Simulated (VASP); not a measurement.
# BaTe (Fm-3m) in VASP: single point with PBE

Aim: the single point of BaTe with PBE.

Program: VASP 6.6.1. These are calculated values, not measurements. Logs are shortened: lines on timing, memory, paths and dates and some standing lists are left out, and cuts for length are marked.

## Step 1: The cell of the first run

Symmetry: Fm-3m, No. 225, cubic system. Conventional cell: a = 7.065 Å, b = 7.065 Å, c = 7.065 Å, α = 90.00°, β = 90.00°, γ = 90.00°. Ba (site symmetry m-3m) has 6 Te at 3.53 Å within 4.6 Å. Te (site symmetry m-3m) has 6 Ba at 3.53 Å within 4.6 Å.

## Step 2: Single point, PBE

File POSCAR:

```
BaTe
1.0
    0.0000000000      3.5325780000      3.5325780000
    3.5325780000      0.0000000000      3.5325780000
    3.5325780000      3.5325780000      0.0000000000
Ba Te
1 1
Direct
    0.0000000000      0.0000000000      0.0000000000
    0.5000000000      0.5000000000      0.5000000000
```

File INCAR.step1:

```
ALGO = Normal
EDIFF = 1E-6
ENCUT = 520
GGA = PE
ISIF = 2
ISMEAR = -1
LASPH = T
LCHARG = T
LREAL = F
LWAVE = F
NBANDS = 15
NELM = 80
PREC = Accurate
SIGMA = 0.1
```

File KPOINTS.step1:

```
k-points
0
Gamma
  6 6 6
```

File INCAR.step2:

```
ALGO = Normal
EDIFF = 1E-6
ENCUT = 520
GGA = PE
ICHARG = 11
ISIF = 2
ISMEAR = -5
LASPH = T
LCHARG = F
LORBIT = 11
LREAL = F
LWAVE = F
NBANDS = 15
NEDOS = 1001
NELM = 80
PREC = Accurate
SIGMA = 0.1
```

File KPOINTS.step2:

```
k-points
0
Gamma
  9 9 9
```

Potentials or basis: VASP PAW PBE potentials, release 64 (Ba_sv, Te).

Launch:

```bash
$ cat potpaw_PBE.64/Ba_sv/POTCAR potpaw_PBE.64/Te/POTCAR > POTCAR
$ cp INCAR.step1 INCAR
$ cp KPOINTS.step1 KPOINTS
$ mpirun -np 1 vasp_std > vasp.out
$ cp INCAR.step2 INCAR
$ cp KPOINTS.step2 KPOINTS
$ mpirun -np 1 vasp_std > vasp.out
```

OUTCAR:

```text
EDIFF = 1E-6
   ENCUT = 520
   GGA = PE
   ICHARG = 11
   ISIF = 2
   ISMEAR = -5
   LASPH = T
   LORBIT = 11
   LREAL = F
   NELM = 80
   PREC = Accurate

 ion  position               nearest neighbor table
   1  0.000  0.000  0.000-   2 3.53   2 3.53   2 3.53   2 3.53   2 3.53   2 3.53
   2  0.500  0.500  0.500-   1 3.53   1 3.53   1 3.53   1 3.53   1 3.53   1 3.53

  LATTYP: Found a face centered cubic cell.
 ALAT       =     7.0651560000

  Lattice vectors:

 A1 = (   0.0000000000,   3.5325780000,   3.5325780000)
 A2 = (   3.5325780000,   0.0000000000,   3.5325780000)
 A3 = (   3.5325780000,   3.5325780000,   0.0000000000)

Analysis of symmetry for initial positions (statically):
=====================================================================
 Subroutine PRICEL returns:
 Original cell was already a primitive cell.

 Routine SETGRP: Setting up the symmetry group for a
 face centered cubic supercell.

 Subroutine GETGRP returns: Found 48 space group operations
 (whereof 48 operations were pure point group operations)
 out of a pool of 48 trial point group operations.

The static configuration has the point symmetry O_h .

Analysis of symmetry for dynamics (positions and initial velocities):
=====================================================================
 Subroutine PRICEL returns:
 Original cell was already a primitive cell.

 Routine SETGRP: Setting up the symmetry group for a
 face centered cubic supercell.

 Subroutine GETGRP returns: Found 48 space group operations
 (whereof 48 operations were pure point group operations)
 out of a pool of 48 trial point group operations.

The dynamic configuration has the point symmetry O_h .

 Subroutine INISYM returns: Found 48 space group operations
 (whereof 48 operations are pure point group operations),
 and found     1 'primitive' translations

----------------------------------------------------------------------------------------

                                     Primitive cell

  volume of cell :      88.1668

  direct lattice vectors                    reciprocal lattice vectors
     0.000000000  3.532578000  3.532578000    -0.141539691  0.141539691  0.141539691
     3.532578000  0.000000000  3.532578000     0.141539691 -0.141539691  0.141539691
     3.532578000  3.532578000  0.000000000     0.141539691  0.141539691 -0.141539691

  length of vectors
     4.995819718  4.995819718  4.995819718     0.245153937  0.245153937  0.245153937

  position of ions in fractional coordinates (direct lattice)
     0.000000000  0.000000000  0.000000000
     0.500000000  0.500000000  0.500000000

  ion indices of the primitive-cell ions
   primitive index   ion index
                 1           1
                 2           2

----------------------------------------------------------------------------------------

 KPOINTS: k-points

Automatic generation of k-mesh.
 Grid dimensions read from file:
 generate k-points for:    9    9    9

 Generating k-lattice:

  Cartesian coordinates                     Fractional coordinates (reciprocal lattice)
    -0.015726632  0.015726632  0.015726632     0.111111111  0.000000000  0.000000000
     0.015726632 -0.015726632  0.015726632     0.000000000  0.111111111  0.000000000
     0.015726632  0.015726632 -0.015726632     0.000000000  0.000000000  0.111111111

  Length of vectors
     0.027239326  0.027239326  0.027239326

  Shift w.r.t. Gamma in fractional coordinates (k-lattice)
     0.000000000  0.000000000  0.000000000

 TETIRR: Found    115 inequivalent tetrahedra from     4374

 Subroutine IBZKPT returns following result:
 ===========================================

 Found     35 irreducible k-points:

 Following reciprocal coordinates:
            Coordinates               Weight
  0.000000  0.000000  0.000000      1.000000
  0.111111  0.000000  0.000000      8.000000
  0.222222  0.000000  0.000000      8.000000
  0.333333  0.000000  0.000000      8.000000
  0.444444  0.000000  0.000000      8.000000
  0.111111  0.111111  0.000000      6.000000
[... 16 lines left out ...]
 -0.333333  0.333333  0.000000     12.000000
  0.444444  0.444444  0.000000      6.000000
 [... further k-points ...]
   k-points           NKPTS =     35   k-points in BZ     NKDIM =     35   number of bands    NBANDS=     15
   number of dos      NEDOS =   1001   number of ions     NIONS =      2
   total plane-waves  NPLWV =  64000
   dimension x,y,z NGX =    40 NGY =   40 NGZ =   40
   dimension x,y,z NGXF=    80 NGYF=   80 NGZF=   80
   ions per type =               1   1
   NGX,Y,Z   is equivalent  to a cutoff of  13.31, 13.31, 13.31 a.u.
   NGXF,Y,Z  is equivalent  to a cutoff of  26.62, 26.62, 26.62 a.u.
 SYSTEM =  unknown system
   PREC   = accura    normal or accurate (medium, high low for compatibility)
   ISTART =      0    job   : 0-new  1-cont  2-samecut
   ICHARG =     11    charge: 1-file 2-atom 10-const
   ISPIN  =      1    spin polarized calculation?
   LNONCOLLINEAR =      F non collinear calculations
   LSORBIT =      F    spin-orbit coupling
   LASPH  =      T    aspherical Exc in radial PAW
   ENCUT  =  520.0 eV  38.22 Ry    6.18 a.u.   9.29  9.29  9.29*2*pi/ulx,y,z
   NELM   =     80;   NELMIN=  2; NELMDL=  0     # of ELM steps
   EDIFF  = 0.1E-05   stopping-criterion for ELM
   LREAL  =      F    real-space projection
   EDIFFG = 0.1E-04   stopping-criterion for IOM
   NSW    =      0    number of steps for IOM
   IBRION =     -1    ionic relax: 0-MD 1-quasi-New 2-CG
   NFREE  =      0    steps in history (QN), initial steepest desc. (CG)
   ISIF   =      2    stress and relaxation
   ISYM   =      2    0-nonsym 1-usesym 2-fastsym
   POTIM  = 0.5000    time-step for ionic-motion
   TEBEG  =    0.0;   TEEND  =   0.0 temperature during run
   PSTRESS=    0.0 pullay stress
   NELECT =      16.0000    total number of electrons
   NUPDOWN=      -1.0000    fix difference up-down
   EMIN   =  10.00;   EMAX   =-10.00  energy-range for DOS
   EFERMI =   0.00;   METHOD = LEGACY
   ISMEAR =    -5;   SIGMA  =   0.10  broadening in eV -4-tet -1-fermi 0-gaus
   EFERMI_NEDOS =   21; number of points for ismear=-14 and -15
   IALGO  =     38    algorithm
   IMIX   =      4    mixing-type and parameters
     AMIX     =   0.40;   BMIX     =  1.00
     AMIX_MAG =   1.60;   BMIX_MAG =  1.00
  volume/ion in A,a.u.               =      44.08       297.49
  Fermi-wavevector in a.u.,A,eV,Ry     =   0.926858  1.751507 11.688292  0.859065
  Thomas-Fermi vector in A             =   2.052865
   LORBIT       =     11    0 simple, 1 ext, 2 COOP (PROOUT), +10 PAW based schemes
   GGA     = PE    functional components
   LHFCALC =     F    Hartree Fock is set to
   AEXX    =    0.0000 exact exchange contribution
   IVDW    =     0    specifies the selected vdW correction
   LEPSILON=     F    determine dielectric tensor
   LRPA    =     F    only Hartree local field effects (RPA)
 non-spin polarized calculation
 Fermi weights with tetrahedron method with Bloechl corrections
  energy-cutoff  :      520.00
  volume of cell :       88.17
 maximum number of plane-waves:      2421
 NGX is ok and might be reduce to    40

 number of electron      16.0000000 magnetization

 Free energy of the ion-electron system (eV)
  ---------------------------------------------------
  ext. energy  EPLUGINS =         0.00000000
  ---------------------------------------------------
  free energy    TOTEN  =        -8.62873091 eV

  energy without entropy =       -8.62873091  energy(sigma->0) =       -8.62873091

 E-fermi :   2.1050     XC(G=0):  -8.1350

 val. band max:        2.1047191423   @ k =   0.0000   0.0000   0.0000
 cond. band min:       3.7110867885   @ k =   0.4444   0.4444   0.0000
 fundamental gap:      1.6063676463
 Fermi energy:         2.1049617547

 k-point     1 :       0.0000    0.0000    0.0000
  band No.  band energies     occupation
      1     -24.9889      2.00000
      2     -10.1336      2.00000
      3     -10.1336      2.00000
      4     -10.1336      2.00000
      5      -7.3759      2.00000
      6       2.1047      2.00000
      7       2.1047      2.00000
      8       2.1047      2.00000
      9       4.9083      0.00000
     10       5.0464      0.00000
     11       5.0464      0.00000
     12       5.0464      0.00000
     13       5.6341      0.00000
     14       5.6341      0.00000
     15       9.0880      0.00000

 k-point     2 :       0.1111    0.0000    0.0000
  band No.  band energies     occupation
      1     -24.9875      2.00000
      2     -10.1832      2.00000
      3     -10.1349      2.00000
      4     -10.1349      2.00000
      5      -7.2948      2.00000
      6       1.6930      2.00000
      7       1.9242      2.00000
      8       1.9242      2.00000
      9       5.0346      0.00000
     10       5.1975      0.00000
     11       5.1975      0.00000
     12       5.4698      0.00000
     13       5.9746      0.00000
     14       5.9746      0.00000
     15       9.4668      0.00000

 k-point     3 :       0.2222    0.0000    0.0000
  band No.  band energies     occupation
      1     -24.9842      2.00000
      2     -10.2991      2.00000
      3     -10.1381      2.00000
      4     -10.1381      2.00000
      5      -7.0961      2.00000
      6       0.9567      2.00000
      7       1.5587      2.00000
      8       1.5587      2.00000
      9       5.1552      0.00000
     10       5.6029      0.00000
     11       5.6029      0.00000
     12       6.5371      0.00000
     13       6.8397      0.00000
     14       6.8397      0.00000
     15      10.2473      0.00000
[... 343 lines left out ...]
 k-point    23 :      -0.3333    0.3333    0.0000
  band No.  band energies     occupation
      1     -24.9748      2.00000
      2     -10.3556      2.00000
      3     -10.2656      2.00000
      4     -10.1702      2.00000
      5      -6.9286      2.00000
      6       0.5695      2.00000
      7       1.1273      2.00000
      8       1.2077      2.00000
      9       5.3122      0.00000
     10       6.6452      0.00000
     11       6.8729      0.00000
     12       6.9402      0.00000
     13       8.3184      0.00000
     14       8.5328      0.00000
     15       9.9816      0.00000

 k-point    24 :       0.4444    0.4444    0.0000
  band No.  band energies     occupation
      1     -24.9743      2.00000
      2     -10.3199      2.00000
      3     -10.2056      2.00000
      4     -10.2056      2.00000
      5      -7.1619      2.00000
      6       0.9166      2.00000
      7       1.7229      2.00000
      8       1.7229      2.00000
      9       3.7111      0.00000
     10       6.4548      0.00000
     11       6.5970      0.00000
     12       7.7013      0.00000
     13       7.7214      0.00000
     14       7.7214      0.00000
     15       9.9010      0.00000

 [... further k-points ...]
[... 5 lines left out ...]
  --------------------------------------------------------------------------------------
  -------------------------------------------------------------------------------------
  Total        0.1568685      0.1568685      0.1568685     -0.0000000      0.0000000     -0.0000000
  in kB        2.8506309      2.8506309      2.8506309     -0.0000000      0.0000000     -0.0000000
  external PRESSURE =       2.8506309 kB  Pullay stress =       0.0000000 kB

 VOLUME and BASIS-vectors are now :
 -----------------------------------------------------------------------------
  energy-cutoff  :      520.00
  volume of cell :       88.17
      direct lattice vectors                 reciprocal lattice vectors
     0.000000000  3.532578000  3.532578000    -0.141539691  0.141539691  0.141539691
     3.532578000  0.000000000  3.532578000     0.141539691 -0.141539691  0.141539691
     3.532578000  3.532578000  0.000000000     0.141539691  0.141539691 -0.141539691

 POSITION                                       TOTAL-FORCE (eV/Angst)
 -----------------------------------------------------------------------------------
      0.00000      0.00000      0.00000         0.000000      0.000000      0.000000
      3.53258      3.53258      3.53258         0.000000     -0.000000      0.000000
 -----------------------------------------------------------------------------------
    total drift:                                0.000000     -0.000000     -0.000000

  FREE ENERGIE OF THE ION-ELECTRON SYSTEM (eV)
  ---------------------------------------------------
  free  energy   TOTEN  =        -8.6287309146 eV

  energy  without entropy=       -8.6287309146  energy(sigma->0) =       -8.62873091

 total charge

# of ion       s       p       d       tot
------------------------------------------
    1        2.008   5.608   0.256   7.873
    2        1.341   2.119   0.003   3.463
--------------------------------------------------
tot          3.349   7.727   0.259  11.335
```

It took 23 s on 1 thread of Intel Xeon 6975P-C (Granite Rapids), shared host; peak memory 0.24 GiB.

What came out:

| Property | Result |
| --- | --- |
| Valence electrons inside the program's atomic spheres | Ba 7.87; Te 3.46 |

Caveat: spin-orbit coupling is left out, which moves the levels of the heavy elements.
